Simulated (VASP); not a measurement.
Here is a VASP 6.6.1 calculation.

INCAR

```
ALGO = Fast
EDIFF = 1E-6
ENCUT = 520
GGA = PS
ISIF = 2
ISMEAR = 0
LASPH = T
LCHARG = F
LREAL = F
LWAVE = F
NBANDS = 21
NELM = 100
PREC = Accurate
SIGMA = 0.15
```

File KPOINTS:

```
k-points
0
Gamma
  21 21 12
```

File POSCAR:

```
Ru
1.0
    2.7174340102      0.0000000000      0.0000000000
   -1.3587170051      2.3533668860      0.0000000000
    0.0000000000      0.0000000000      4.3658294808
Ru
2
Direct
    0.3333333333      0.6666666667      0.2500000000
    0.6666666667      0.3333333333      0.7500000000
```

Potentials or basis: VASP PAW PBE potentials, release 64 (Ru_pv).

Run with:

```console
$ cat potpaw_PBE.64/Ru_pv/POTCAR > POTCAR
$ mpirun -np 1 vasp_std > vasp.out
```

Problem. What does it give for the pressure?

Solution. -14.8 GPa.

Problem. Predict the band gap on the k mesh.

Solution. Zero (band 14 reaches 13.74 eV, above the bottom of band 15 at 10.76 eV).

Stress tensor (GPa, compression positive):
```
-12.10   0.00   0.00
  0.00 -12.10   0.00
  0.00   0.00 -20.33
```

Caveat: the PAW data sets were made with another functional, which shifts forces and pressure a little.
